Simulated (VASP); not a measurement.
# ZrInS3 (Pm-3m) in VASP: a series of runs

The runs below take ZrInS3 through single point, with PBE.

All numbers are computed with VASP 6.6.1; they aren't measurements. Logs are shortened: lines on timing, memory, paths and dates and some standing lists are left out, and cuts for length are marked.

### 1 The cell of the first run

Symmetry: Pm-3m, No. 221, cubic system. Conventional cell: a = 4.888 Å, b = 4.888 Å, c = 4.888 Å, α = 90.00°, β = 90.00°, γ = 90.00°. Within 4.5 Å of Zr (site symmetry m-3m) lie 12 S at 3.46 Å and 8 In at 4.23 Å. Within 3.2 Å of In (site symmetry m-3m) lie 6 S at 2.44 Å. S (site symmetry 4/mmm) has 2 In at 2.44 Å within 3.2 Å.

The cell was generated, and may not be a known phase.

### 2 Single point, PBE

INCAR reads:

```
SYSTEM = ZrInS3
PREC     = Accurate       ! precision mode
ENCUT    = 520            ! plane-wave cutoff, eV
EDIFF    = 1E-6           ! SCF threshold, eV
ISMEAR   = 0              ! smearing method
SIGMA    = 0.1            ! smearing width, eV
LREAL    = .FALSE.        ! projectors in reciprocal space
LASPH    = .TRUE.         ! aspherical terms in the spheres
NELM     = 80             ! most SCF steps
ALGO     = Normal         ! electronic algorithm
ISIF     = 2              ! what is computed and relaxed
LWAVE    = .FALSE.        ! write WAVECAR
LCHARG   = .FALSE.        ! write CHGCAR
GGA      = PE             ! functional
NBANDS   = 30             ! bands
```

KPOINTS reads:

```
Automatic mesh
0
G
  4 4 4
  0 0 0
```

POSCAR reads:

```
ZrInS3
1.0
    4.8877542145      0.0000000000      0.0000000000
    0.0000000000      4.8877542145      0.0000000000
    0.0000000000      0.0000000000      4.8877542145
Zr In S
1 1 3
Direct
    0.5000000000      0.5000000000      0.5000000000
    0.0000000000      0.0000000000      0.0000000000
    0.5000000000      0.0000000000      0.0000000000
    0.0000000000      0.5000000000      0.0000000000
    0.0000000000      0.0000000000      0.5000000000
```

Potentials or basis: VASP PAW PBE potentials, release 64 (Zr_sv, In_d, S).

Run with:

```sh
$ cat potpaw_PBE.64/Zr_sv/POTCAR potpaw_PBE.64/In_d/POTCAR potpaw_PBE.64/S/POTCAR > POTCAR
$ mpirun -np 1 vasp_std > vasp.out
```

OUTCAR:

```text
SYSTEM = ZrInS3
   PREC = Accurate
   ENCUT = 520
   EDIFF = 1E-6
   ISMEAR = 0
   LREAL = .FALSE.
   LASPH = .TRUE.
   NELM = 80
   ISIF = 2
   GGA = PE

 ion  position               nearest neighbor table
   1  0.500  0.500  0.500-
   2  0.000  0.000  0.000-   3 2.44   4 2.44   5 2.44   5 2.44   4 2.44   3 2.44
   3  0.500  0.000  0.000-   2 2.44   2 2.44
   4  0.000  0.500  0.000-   2 2.44   2 2.44
   5  0.000  0.000  0.500-   2 2.44   2 2.44

  LATTYP: Found a simple cubic cell.
 ALAT       =     4.8877542145

  Lattice vectors:

 A1 = (   4.8877542145,   0.0000000000,   0.0000000000)
 A2 = (   0.0000000000,   4.8877542145,   0.0000000000)
 A3 = (   0.0000000000,   0.0000000000,   4.8877542145)

Analysis of symmetry for initial positions (statically):
=====================================================================
 Subroutine PRICEL returns:
 Original cell was already a primitive cell.

 Routine SETGRP: Setting up the symmetry group for a
 simple cubic supercell.

 Subroutine GETGRP returns: Found 48 space group operations
 (whereof 48 operations were pure point group operations)
 out of a pool of 48 trial point group operations.

The static configuration has the point symmetry O_h .

Analysis of symmetry for dynamics (positions and initial velocities):
=====================================================================
 Subroutine PRICEL returns:
 Original cell was already a primitive cell.

 Routine SETGRP: Setting up the symmetry group for a
 simple cubic supercell.

 Subroutine GETGRP returns: Found 48 space group operations
 (whereof 48 operations were pure point group operations)
 out of a pool of 48 trial point group operations.

The dynamic configuration has the point symmetry O_h .

 Subroutine INISYM returns: Found 48 space group operations
 (whereof 48 operations are pure point group operations),
 and found     1 'primitive' translations

----------------------------------------------------------------------------------------

                                     Primitive cell

  volume of cell :     116.7691

  direct lattice vectors                    reciprocal lattice vectors
     4.887754215  0.000000000  0.000000000     0.204592939  0.000000000  0.000000000
     0.000000000  4.887754215  0.000000000     0.000000000  0.204592939  0.000000000
     0.000000000  0.000000000  4.887754215     0.000000000  0.000000000  0.204592939

  length of vectors
     4.887754215  4.887754215  4.887754215     0.204592939  0.204592939  0.204592939

  position of ions in fractional coordinates (direct lattice)
     0.500000000  0.500000000  0.500000000
     0.000000000  0.000000000  0.000000000
     0.500000000  0.000000000  0.000000000
     0.000000000  0.500000000  0.000000000
     0.000000000  0.000000000  0.500000000

  ion indices of the primitive-cell ions
   primitive index   ion index
                 1           1
                 2           2
                 3           3
                 4           4
                 5           5

----------------------------------------------------------------------------------------

 KPOINTS: Automatic mesh

Automatic generation of k-mesh.
 Grid dimensions read from file:
 generate k-points for:    4    4    4

 Generating k-lattice:

  Cartesian coordinates                     Fractional coordinates (reciprocal lattice)
     0.051148235  0.000000000  0.000000000     0.250000000  0.000000000  0.000000000
     0.000000000  0.051148235  0.000000000     0.000000000  0.250000000  0.000000000
     0.000000000  0.000000000  0.051148235     0.000000000  0.000000000  0.250000000

  Length of vectors
     0.051148235  0.051148235  0.051148235

  Shift w.r.t. Gamma in fractional coordinates (k-lattice)
     0.000000000  0.000000000  0.000000000

 Subroutine IBZKPT returns following result:
 ===========================================

 Found     10 irreducible k-points:

 Following reciprocal coordinates:
            Coordinates               Weight
  0.000000  0.000000  0.000000      1.000000
  0.250000  0.000000  0.000000      6.000000
  0.500000  0.000000  0.000000      3.000000
  0.250000  0.250000  0.000000     12.000000
  0.500000  0.250000  0.000000     12.000000
  0.500000  0.500000  0.000000      3.000000
  0.250000  0.250000  0.250000      8.000000
  0.500000  0.250000  0.250000     12.000000
  0.500000  0.500000  0.250000      6.000000
  0.500000  0.500000  0.500000      1.000000
   k-points           NKPTS =     10   k-points in BZ     NKDIM =     10   number of bands    NBANDS=     30
   number of dos      NEDOS =    301   number of ions     NIONS =      5
   total plane-waves  NPLWV =  46656
   dimension x,y,z NGX =    36 NGY =   36 NGZ =   36
   dimension x,y,z NGXF=    72 NGYF=   72 NGZF=   72
   ions per type =               1   1   3
   NGX,Y,Z   is equivalent  to a cutoff of  12.24, 12.24, 12.24 a.u.
   NGXF,Y,Z  is equivalent  to a cutoff of  24.49, 24.49, 24.49 a.u.
 SYSTEM =  ZrInS3
   PREC   = accura    normal or accurate (medium, high low for compatibility)
   ISTART =      0    job   : 0-new  1-cont  2-samecut
   ICHARG =      2    charge: 1-file 2-atom 10-const
   ISPIN  =      1    spin polarized calculation?
   LNONCOLLINEAR =      F non collinear calculations
   LSORBIT =      F    spin-orbit coupling
   LASPH  =      T    aspherical Exc in radial PAW
   ENCUT  =  520.0 eV  38.22 Ry    6.18 a.u.   9.09  9.09  9.09*2*pi/ulx,y,z
   NELM   =     80;   NELMIN=  2; NELMDL= -5     # of ELM steps
   EDIFF  = 0.1E-05   stopping-criterion for ELM
   LREAL  =      F    real-space projection
   EDIFFG = 0.1E-04   stopping-criterion for IOM
   NSW    =      0    number of steps for IOM
   IBRION =     -1    ionic relax: 0-MD 1-quasi-New 2-CG
   NFREE  =      0    steps in history (QN), initial steepest desc. (CG)
   ISIF   =      2    stress and relaxation
   ISYM   =      2    0-nonsym 1-usesym 2-fastsym
   POTIM  = 0.5000    time-step for ionic-motion
   TEBEG  =    0.0;   TEEND  =   0.0 temperature during run
   PSTRESS=    0.0 pullay stress
   NELECT =      43.0000    total number of electrons
   NUPDOWN=      -1.0000    fix difference up-down
   EMIN   =  10.00;   EMAX   =-10.00  energy-range for DOS
   EFERMI =   0.00;   METHOD = LEGACY
   ISMEAR =     0;   SIGMA  =   0.10  broadening in eV -4-tet -1-fermi 0-gaus
   EFERMI_NEDOS =   21; number of points for ismear=-14 and -15
   IALGO  =     38    algorithm
   IMIX   =      4    mixing-type and parameters
     AMIX     =   0.40;   BMIX     =  1.00
     AMIX_MAG =   1.60;   BMIX_MAG =  1.00
  volume/ion in A,a.u.               =      23.35       157.60
  Fermi-wavevector in a.u.,A,eV,Ry     =   1.173424  2.217450 18.734186  1.376924
  Thomas-Fermi vector in A             =   2.309837
   LORBIT       =      0    0 simple, 1 ext, 2 COOP (PROOUT), +10 PAW based schemes
   GGA     = PE    functional components
   LHFCALC =     F    Hartree Fock is set to
   AEXX    =    0.0000 exact exchange contribution
   IVDW    =     0    specifies the selected vdW correction
   LEPSILON=     F    determine dielectric tensor
   LRPA    =     F    only Hartree local field effects (RPA)
 non-spin polarized calculation
 Gauss-broadening in eV      SIGMA  =   0.10
  energy-cutoff  :      520.00
  volume of cell :      116.77
 maximum number of plane-waves:      3178
   NGX = 19   NGY = 19   NGZ = 19

 number of electron      42.9999977 magnetization

 Free energy of the ion-electron system (eV)
  ---------------------------------------------------
  ext. energy  EPLUGINS =         0.00000000
  ---------------------------------------------------
  free energy    TOTEN  =       -22.54366895 eV

  energy without entropy =      -22.51408658  energy(sigma->0) =      -22.52887776

 E-fermi :   6.0029     XC(G=0):  -9.7759

 val. band max:        5.9809723231   @ k =   0.5000   0.0000   0.0000
 cond. band min:       6.0245083881   @ k =   0.2500   0.2500   0.2500
 fundamental gap:      0.0435360649
 Fermi energy:         6.0029242234

 k-point     1 :       0.0000    0.0000    0.0000
  band No.  band energies     occupation
      1     -45.3789      2.00000
      2     -23.2547      2.00000
      3     -23.2547      2.00000
      4     -23.2547      2.00000
      5      -9.2150      2.00000
      6      -9.2150      2.00000
[... 22 lines left out ...]
     29      12.6604      0.00000
     30      12.6604      0.00000

 k-point     2 :       0.2500    0.0000    0.0000
  band No.  band energies     occupation
      1     -45.3788      2.00000
      2     -23.2565      2.00000
      3     -23.2546      2.00000
      4     -23.2546      2.00000
      5      -9.2127      2.00000
      6      -9.1102      2.00000
[... 22 lines left out ...]
     29      11.5502      0.00000
     30      12.4670      0.00000

 k-point     3 :       0.5000    0.0000    0.0000
  band No.  band energies     occupation
      1     -45.3788      2.00000
      2     -23.2584      2.00000
      3     -23.2544      2.00000
      4     -23.2544      2.00000
      5      -9.2103      2.00000
      6      -9.0186      2.00000
[... 22 lines left out ...]
     29      10.1323      0.00000
     30      11.9820      0.00000

 k-point     4 :       0.2500    0.2500    0.0000
  band No.  band energies     occupation
      1     -45.3788      2.00000
      2     -23.2564      2.00000
      3     -23.2563      2.00000
      4     -23.2544      2.00000
      5      -9.1665      2.00000
      6      -9.0242      2.00000
[... 22 lines left out ...]
     29      11.2138      0.00000
     30      11.8735      0.00000

 k-point     5 :       0.5000    0.2500    0.0000
  band No.  band energies     occupation
      1     -45.3788      2.00000
      2     -23.2581      2.00000
      3     -23.2561      2.00000
      4     -23.2543      2.00000
      5      -9.1549      2.00000
      6      -8.9094      2.00000
[... 22 lines left out ...]
     29      11.0320      0.00000
     30      11.2046      0.00000

 k-point     6 :       0.5000    0.5000    0.0000
  band No.  band energies     occupation
      1     -45.3787      2.00000
      2     -23.2579      2.00000
      3     -23.2579      2.00000
      4     -23.2541      2.00000
      5      -9.1335      2.00000
      6      -8.7506      2.00000
[... 22 lines left out ...]
     29      10.6860      0.00000
     30      10.6860      0.00000

 k-point     7 :       0.2500    0.2500    0.2500
  band No.  band energies     occupation
      1     -45.3788      2.00000
      2     -23.2562      2.00000
      3     -23.2561      2.00000
      4     -23.2561      2.00000
      5      -9.0228      2.00000
      6      -9.0228      2.00000
[... 22 lines left out ...]
     29      10.0855      0.00000
     30      12.3343      0.00000

 k-point     8 :       0.5000    0.2500    0.2500
  band No.  band energies     occupation
      1     -45.3787      2.00000
      2     -23.2579      2.00000
      3     -23.2560      2.00000
      4     -23.2559      2.00000
      5      -9.0214      2.00000
      6      -8.8756      2.00000
[... 22 lines left out ...]
     29      10.9607      0.00000
     30      11.3725      0.00000

 k-point     9 :       0.5000    0.5000    0.2500
  band No.  band energies     occupation
      1     -45.3787      2.00000
      2     -23.2577      2.00000
      3     -23.2577      2.00000
      4     -23.2558      2.00000
      5      -8.9580      2.00000
      6      -8.7504      2.00000
[... 22 lines left out ...]
     29      10.6289      0.00000
     30      11.0837      0.00000

 k-point    10 :       0.5000    0.5000    0.5000
  band No.  band energies     occupation
      1     -45.3787      2.00000
      2     -23.2574      2.00000
      3     -23.2574      2.00000
      4     -23.2574      2.00000
      5      -8.7501      2.00000
      6      -8.7501      2.00000
[... 22 lines left out ...]
     29      10.2106      0.00000
     30      10.2106      0.00000

------------------------ aborting loop because EDIFF is reached ----------------------------------------

  FORCE on cell =-STRESS in cart. coord.  units (eV):
  Direction    XX          YY          ZZ          XY          YZ          ZX
  --------------------------------------------------------------------------------------
  -------------------------------------------------------------------------------------
  Total       -0.0764540     -0.0764540     -0.0764540      0.0000000      0.0000000      0.0000000
  in kB       -1.0490178     -1.0490178     -1.0490178      0.0000000      0.0000000      0.0000000
  external PRESSURE =      -1.0490178 kB  Pullay stress =       0.0000000 kB

 VOLUME and BASIS-vectors are now :
 -----------------------------------------------------------------------------
  energy-cutoff  :      520.00
  volume of cell :      116.77
      direct lattice vectors                 reciprocal lattice vectors
     4.887754215  0.000000000  0.000000000     0.204592939  0.000000000  0.000000000
     0.000000000  4.887754215  0.000000000     0.000000000  0.204592939  0.000000000
     0.000000000  0.000000000  4.887754215     0.000000000  0.000000000  0.204592939

 POSITION                                       TOTAL-FORCE (eV/Angst)
 -----------------------------------------------------------------------------------
      2.44388      2.44388      2.44388         0.000000      0.000000      0.000000
      0.00000      0.00000      0.00000         0.000000      0.000000      0.000000
      2.44388      0.00000      0.00000         0.000000      0.000000      0.000000
      0.00000      2.44388      0.00000         0.000000      0.000000      0.000000
      0.00000      0.00000      2.44388         0.000000      0.000000      0.000000
 -----------------------------------------------------------------------------------
    total drift:                                0.000000      0.000000      0.000000

  FREE ENERGIE OF THE ION-ELECTRON SYSTEM (eV)
  ---------------------------------------------------
  free  energy   TOTEN  =       -22.5436689528 eV

  energy  without entropy=      -22.5140865770  energy(sigma->0) =      -22.52887776
```

Wall time 19 s (1 thread of Intel Xeon 6975P-C (Granite Rapids), shared host); peak memory 0.2 GiB.

Results:

| Property | Result |
| --- | --- |
| Free energy | -22.5437 eV |
| Pressure | -0.1 GPa |
| Band gap on the k mesh | zero (an odd number of electrons rules out a gap without spin polarisation) |

Caveat: spin-orbit coupling is left out, which moves the levels of the heavy elements; an odd number of electrons without spin polarisation forces a metal; a magnetic or distorted state may lie lower.

(Part 1 of 2 ends here.)

The gap in the log of VASP goes by the Fermi energy; the results here count the filled bands.